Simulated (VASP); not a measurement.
# ZrC in VASP: single point with PBE+D3(BJ)

Aim: the single point of ZrC with PBE+D3(BJ).

All numbers are computed with VASP 6.6.1; they aren't measurements. Logs are shortened: lines on timing, memory, paths and dates and some standing lists are left out, and cuts for length are marked.

**1. The cell of the first run**

The cell holds a slab with vacuum, 24 atoms: a = 6.609 Å, b = 6.609 Å, c = 24.485 Å, α = 90.00°, β = 90.00°, γ = 90.00°.

**2. Single point, PBE+D3(BJ)**

Input file INCAR:

```
SYSTEM = ZrC
PREC = Accurate
ENCUT = 520
EDIFF = 1E-6
ISMEAR = 0
SIGMA = 0.1
LREAL = Auto
LASPH = .True.
NELM = 60
ALGO = Normal
ISIF = 2
LWAVE = .False.
LCHARG = .False.
LDIPOL = .True.
IDIPOL = 3
DIPOL = 0.5 0.5 0.420
GGA = PE
IVDW = 12
NBANDS = 114
```

Input file KPOINTS:

```
regular mesh
0
Gamma
  3 3 1
  0 0 0
```

Input file POSCAR:

```
ZrC
1.0
    6.6085416874      0.0000000000      0.0000000000
    0.0000000000      6.6085416874      0.0000000000
    0.0000000000      0.0000000000     24.4851446409
Zr C
12 12
Direct
    0.5000000000      0.5000000000      0.3267287213
    0.5000000000      0.0000000000      0.3267287213
    0.0000000000      0.5000000000      0.3267287213
    0.0000000000      0.0000000000      0.3267287213
    0.7498813585      0.7497500224      0.4198310321
    0.7498993859      0.2501719580      0.4198175470
    0.2501023069      0.7497544671      0.4198293690
    0.2500856924      0.2501832437      0.4198350565
   -0.0001020098     -0.0001140428      0.5118240166
   -0.0000460510      0.4999965357      0.5118865364
    0.5001374208     -0.0000004818      0.5116619896
    0.4998641330      0.5000310277      0.5123503885
    0.2500000000      0.2500000000      0.3267287213
    0.2500000000      0.7500000000      0.3267287213
    0.7500000000      0.2500000000      0.3267287213
    0.7500000000      0.7500000000      0.3267287213
    0.4998948822      0.4999462864      0.4193870544
    0.4999092027      0.0000175598      0.4194068020
    0.0000253269      0.4999177302      0.4194265649
    0.0000864468      0.0000091242      0.4193863111
    0.7500978383      0.7505763546      0.5140980268
    0.7500165906      0.2494330326      0.5145331585
    0.2499083816      0.7501389183      0.5147177289
    0.2499335633      0.2499313278      0.5146176406
```

Potentials or basis: VASP PAW PBE potentials, release 64 (Zr_sv, C).

Launch:

```
cat potpaw_PBE.64/Zr_sv/POTCAR potpaw_PBE.64/C/POTCAR > POTCAR
mpirun -np 1 vasp_std > vasp.out
```

OUTCAR:

```text
SYSTEM = ZrC
   PREC = Accurate
   ENCUT = 520
   EDIFF = 1E-6
   ISMEAR = 0
   LREAL = Auto
   LASPH = .True.
   NELM = 60
   ISIF = 2
   GGA = PE
   IVDW = 12
 IVDW          = 12

 ion  position               nearest neighbor table
   1  0.500  0.500  0.327-  17 2.27  14 2.34  15 2.34  16 2.34  13 2.34   5 3.26   7 3.26   6 3.26
                             8 3.26   3 3.30   2 3.30   2 3.30   3 3.30
   2  0.500  0.000  0.327-  18 2.27  14 2.34  15 2.34  16 2.34  13 2.34   6 3.26   8 3.26   5 3.26
                             7 3.26   4 3.30   1 3.30   1 3.30   4 3.30
   3  0.000  0.500  0.327-  19 2.27  14 2.34  15 2.34  16 2.34  13 2.34   7 3.26   6 3.26   5 3.26
                             8 3.26   4 3.30   1 3.30   4 3.30   1 3.30
   4  0.000  0.000  0.327-  20 2.27  14 2.34  15 2.34  16 2.34  13 2.34   6 3.27   8 3.27   7 3.27
                             5 3.27   3 3.30   2 3.30   3 3.30   2 3.30
   5  0.750  0.750  0.420-  16 2.28  21 2.31  17 2.34  19 2.34  18 2.34  20 2.34  11 3.24  10 3.25
                             9 3.25  12 3.25   1 3.26   3 3.26   2 3.26   4 3.27   6 3.30   7 3.30
   6  0.750  0.250  0.420-  15 2.28  22 2.32  17 2.34  19 2.34  18 2.34  20 2.34  11 3.24  10 3.25
                             9 3.25  12 3.25   1 3.26   3 3.26   2 3.26   4 3.27   5 3.30   8 3.30
   7  0.250  0.750  0.420-  14 2.28  23 2.32  17 2.33  19 2.34  18 2.34  20 2.34  11 3.24  10 3.25
                             9 3.25  12 3.25   1 3.26   3 3.26   2 3.26   4 3.27   8 3.30   5 3.30
   8  0.250  0.250  0.420-  13 2.28  24 2.32  17 2.33  19 2.34  18 2.34  20 2.34  11 3.24  10 3.25
                             9 3.25  12 3.25   1 3.26   3 3.26   2 3.26   4 3.27   7 3.30   6 3.30
   9  1.000  1.000  0.512-  20 2.26  21 2.33  22 2.33  23 2.34  24 2.34   5 3.25   7 3.25   6 3.25
[... 5 lines left out ...]
  12  0.500  0.500  0.512-  17 2.28  24 2.34  23 2.34  21 2.34  22 2.34   7 3.25   8 3.25   5 3.25
                             6 3.25  10 3.30  11 3.30  11 3.30  10 3.30
  13  0.250  0.250  0.327-   8 2.28   2 2.34   3 2.34   4 2.34   1 2.34
  14  0.250  0.750  0.327-   7 2.28   2 2.34   3 2.34   4 2.34   1 2.34
  15  0.750  0.250  0.327-   6 2.28   2 2.34   3 2.34   4 2.34   1 2.34
  16  0.750  0.750  0.327-   5 2.28   2 2.34   3 2.34   4 2.34   1 2.34
  17  0.500  0.500  0.419-   1 2.27  12 2.28   8 2.33   7 2.33   6 2.34   5 2.34
  18  0.500  0.000  0.419-  11 2.26   2 2.27   8 2.34   7 2.34   6 2.34   5 2.34
  19  0.000  0.500  0.419-  10 2.26   3 2.27   8 2.34   6 2.34   7 2.34   5 2.34
  20  0.000  0.000  0.419-   9 2.26   4 2.27   8 2.34   7 2.34   6 2.34   5 2.34
  21  0.750  0.751  0.514-   5 2.31   9 2.33  11 2.33  10 2.34  12 2.34
  22  0.750  0.249  0.515-   6 2.32  11 2.33   9 2.33  10 2.34  12 2.34
  23  0.250  0.750  0.515-   7 2.32   9 2.34  12 2.34  10 2.34  11 2.34
  24  0.250  0.250  0.515-   8 2.32  12 2.34  10 2.34   9 2.34  11 2.34

  LATTYP: Found a simple tetragonal cell.
 ALAT       =     6.6085416874
 C/A-ratio  =     3.7050753100

  Lattice vectors:

 A1 = (   6.6085416874,   0.0000000000,   0.0000000000)
 A2 = (   0.0000000000,   6.6085416874,   0.0000000000)
 A3 = (   0.0000000000,   0.0000000000,  24.4851446409)

Analysis of symmetry for initial positions (statically):
=====================================================================
 Subroutine PRICEL returns:
 Original cell was already a primitive cell.

 Routine SETGRP: Setting up the symmetry group for a
 simple tetragonal supercell.

 Subroutine GETGRP returns: Found  1 space group operations
 (whereof  1 operations were pure point group operations)
 out of a pool of 16 trial point group operations.

The static configuration has the point symmetry C_1 .

Analysis of symmetry for dynamics (positions and initial velocities):
=====================================================================
 Subroutine PRICEL returns:
 Original cell was already a primitive cell.

 Routine SETGRP: Setting up the symmetry group for a
 simple tetragonal supercell.

 Subroutine GETGRP returns: Found  1 space group operations
 (whereof  1 operations were pure point group operations)
 out of a pool of 16 trial point group operations.

The dynamic configuration has the point symmetry C_1 .

 Subroutine INISYM returns: Found  1 space group operations
 (whereof  1 operations are pure point group operations),
 and found     1 'primitive' translations

----------------------------------------------------------------------------------------

                                     Primitive cell

  volume of cell :    1069.3354

  direct lattice vectors                    reciprocal lattice vectors
     6.608541687  0.000000000  0.000000000     0.151319315  0.000000000  0.000000000
     0.000000000  6.608541687  0.000000000     0.000000000  0.151319315  0.000000000
     0.000000000  0.000000000 24.485144641     0.000000000  0.000000000  0.040841090
[... 76 lines left out ...]
     0.000000000  0.000000000  0.000000000

 Subroutine IBZKPT returns following result:
 ===========================================

 Found      5 irreducible k-points:

 Following reciprocal coordinates:
            Coordinates               Weight
  0.000000  0.000000  0.000000      1.000000
  0.333333  0.000000  0.000000      2.000000
  0.000000  0.333333  0.000000      2.000000
  0.333333  0.333333  0.000000      2.000000
 -0.333333  0.333333  0.000000      2.000000
   k-points           NKPTS =      5   k-points in BZ     NKDIM =      5   number of bands    NBANDS=    114
   number of dos      NEDOS =    301   number of ions     NIONS =     24
   total plane-waves  NPLWV = 480000
   dimension x,y,z NGX =    50 NGY =   50 NGZ =  192
   dimension x,y,z NGXF=   100 NGYF=  100 NGZF=  384
   ions per type =              12  12
   NGX,Y,Z   is equivalent  to a cutoff of  12.58, 12.58, 13.04 a.u.
   NGXF,Y,Z  is equivalent  to a cutoff of  25.16, 25.16, 26.07 a.u.
 SYSTEM =  ZrC
   PREC   = accura    normal or accurate (medium, high low for compatibility)
   ISTART =      0    job   : 0-new  1-cont  2-samecut
   ICHARG =      2    charge: 1-file 2-atom 10-const
   ISPIN  =      1    spin polarized calculation?
   LNONCOLLINEAR =      F non collinear calculations
   LSORBIT =      F    spin-orbit coupling
   LASPH  =      T    aspherical Exc in radial PAW
   ENCUT  =  520.0 eV  38.22 Ry    6.18 a.u.  12.29 12.29 45.53*2*pi/ulx,y,z
   NELM   =     60;   NELMIN=  2; NELMDL= -5     # of ELM steps
   EDIFF  = 0.1E-05   stopping-criterion for ELM
   LREAL  =      T    real-space projection
   EDIFFG = 0.1E-04   stopping-criterion for IOM
   NSW    =      0    number of steps for IOM
   IBRION =     -1    ionic relax: 0-MD 1-quasi-New 2-CG
   NFREE  =      0    steps in history (QN), initial steepest desc. (CG)
   ISIF   =      2    stress and relaxation
   ISYM   =      2    0-nonsym 1-usesym 2-fastsym
   POTIM  = 0.5000    time-step for ionic-motion
   TEBEG  =    0.0;   TEEND  =   0.0 temperature during run
   PSTRESS=    0.0 pullay stress
   NELECT =     192.0000    total number of electrons
   NUPDOWN=      -1.0000    fix difference up-down
   EMIN   =  10.00;   EMAX   =-10.00  energy-range for DOS
   EFERMI =   0.00;   METHOD = LEGACY
   ISMEAR =     0;   SIGMA  =   0.10  broadening in eV -4-tet -1-fermi 0-gaus
   EFERMI_NEDOS =   21; number of points for ismear=-14 and -15
   IALGO  =     38    algorithm
   IMIX   =      4    mixing-type and parameters
     AMIX     =   0.40;   BMIX     =  1.00
     AMIX_MAG =   1.60;   BMIX_MAG =  1.00
  volume/ion in A,a.u.               =      44.56       300.68
  Fermi-wavevector in a.u.,A,eV,Ry     =   0.923572  1.745297 11.605560  0.852985
  Thomas-Fermi vector in A             =   2.049223
   LORBIT       =      0    0 simple, 1 ext, 2 COOP (PROOUT), +10 PAW based schemes
   GGA     = PE    functional components
   LHFCALC =     F    Hartree Fock is set to
   AEXX    =    0.0000 exact exchange contribution
   IVDW    =    12    specifies the selected vdW correction
   LEPSILON=     F    determine dielectric tensor
   LRPA    =     F    only Hartree local field effects (RPA)
 non-spin polarized calculation
 Gauss-broadening in eV      SIGMA  =   0.10
  energy-cutoff  :      520.00
  volume of cell :     1069.34
 maximum number of plane-waves:     28835
 NGX is ok and might be reduce to    50
   NGX = 25   NGY = 25   NGZ = 91

 dipolmoment           0.000000      0.000000     -0.190352 electrons x Angstroem

 number of electron     191.9999997 magnetization

 dipolmoment           0.000000      0.000000      0.048855 electrons x Angstroem

 Free energy of the ion-electron system (eV)
  ---------------------------------------------------
  ext. energy  EPLUGINS =         0.00000000
  ---------------------------------------------------
  free energy    TOTEN  =      -224.65127329 eV

  energy without entropy =     -224.61333688  energy(sigma->0) =     -224.63230509

 E-fermi :   0.3027     XC(G=0):  -4.2175

 val. band max:        0.2384380111   @ k =   0.0000   0.0000   0.0000
 cond. band min:       0.3276813126   @ k =   0.0000   0.0000   0.0000
 fundamental gap:      0.0892433015
 Fermi energy:         0.3026504885

 k-point     1 :       0.0000    0.0000    0.0000
  band No.  band energies     occupation
      1     -48.0361      2.00000
      2     -47.9964      2.00000
      3     -47.9939      2.00000
      4     -47.9602      2.00000
      5     -47.9566      2.00000
      6     -47.9148      2.00000
[... 544 lines left out ...]
    107       2.8706      0.00000
    108       2.9146      0.00000
 [bands above 108 left out]

------------------------ aborting loop because EDIFF is reached ----------------------------------------

 vacuum level on the upper side and lower side of the slab       (xc-potential included)        -0.002        -0.199

 Edisp (eV)   -6.58667

 E8    (eV) :    -3.1653

  FORCE on cell =-STRESS in cart. coord.  units (eV):
  Direction    XX          YY          ZZ          XY          YZ          ZX
  --------------------------------------------------------------------------------------
  -------------------------------------------------------------------------------------
  Total     -10.36776   -10.37202    -0.05954     0.00037     0.00007     0.01014
  in kB     -15.53394   -15.54033    -0.08920     0.00056     0.00011     0.01519
  external pressure =      -10.39 kB  Pullay stress =        0.00 kB

 VOLUME and BASIS-vectors are now :
 -----------------------------------------------------------------------------
  energy-cutoff  :      520.00
  volume of cell :     1069.34
      direct lattice vectors                 reciprocal lattice vectors
     6.608541687  0.000000000  0.000000000     0.151319315  0.000000000  0.000000000
     0.000000000  6.608541687  0.000000000     0.000000000  0.151319315  0.000000000
     0.000000000  0.000000000 24.485144641     0.000000000  0.000000000  0.040841090

 POSITION                                       TOTAL-FORCE (eV/Angst)
 -----------------------------------------------------------------------------------
      3.30427      3.30427      8.00000        -0.002481     -0.001229      0.497851
      3.30427      0.00000      8.00000        -0.002208     -0.000645      0.466747
      0.00000      3.30427      8.00000         0.000452     -0.001355      0.467313
      0.00000      0.00000      8.00000         0.001257     -0.001061      0.503080
      4.95562      4.95475     10.27962         0.009163      0.016614     -0.024051
      4.95574      1.65327     10.27929         0.006459     -0.013083     -0.007184
[... 16 lines left out ...]
      1.65153      4.95732     12.60294         0.009628     -0.029156     -0.020357
      1.65170      1.65168     12.60049         0.007689      0.024051     -0.025074
 -----------------------------------------------------------------------------------
    total drift:                                0.004711      0.001312     -0.060927

  FREE ENERGIE OF THE ION-ELECTRON SYSTEM (eV)
  ---------------------------------------------------
  free  energy   TOTEN  =      -231.2379404237 eV

  energy  without entropy=     -231.2000040107  energy(sigma->0) =     -231.21897222

 vacuum level on the upper side and lower side of the slab         3.910         3.708
```

Wall time 23 min (1 thread of Intel Xeon Platinum 8488C (Sapphire Rapids), shared host); peak memory 1.1 GiB.

Results:

* Free energy: -231.2379 eV
* Largest force: 0.507 eV/Å
* Band gap on the k mesh: zero (filled and empty bands touch)
* Dispersion energy per atom: -0.274 eV

Forces on the atoms (eV/Å):
```
Zr  -0.002 -0.001  0.498
Zr  -0.002 -0.001  0.467
Zr   0.000 -0.001  0.467
Zr   0.001 -0.001  0.503
Zr   0.009  0.017 -0.024
Zr   0.006 -0.013 -0.007
Zr  -0.011  0.017 -0.006
Zr  -0.009 -0.014  0.000
Zr   0.018  0.014  0.011
Zr   0.005 -0.008  0.004
Zr  -0.021  0.005  0.070
Zr   0.004 -0.007 -0.137
C   -0.001  0.000 -0.496
C   -0.001  0.000 -0.484
C    0.000  0.000 -0.489
C    0.000  0.000 -0.507
C    0.009  0.003  0.059
C    0.009 -0.002 -0.005
C   -0.003  0.009  0.016
C   -0.008 -0.002  0.003
C   -0.013 -0.063  0.090
C   -0.008  0.057  0.012
C    0.010 -0.029 -0.020
C    0.008  0.024 -0.025
```
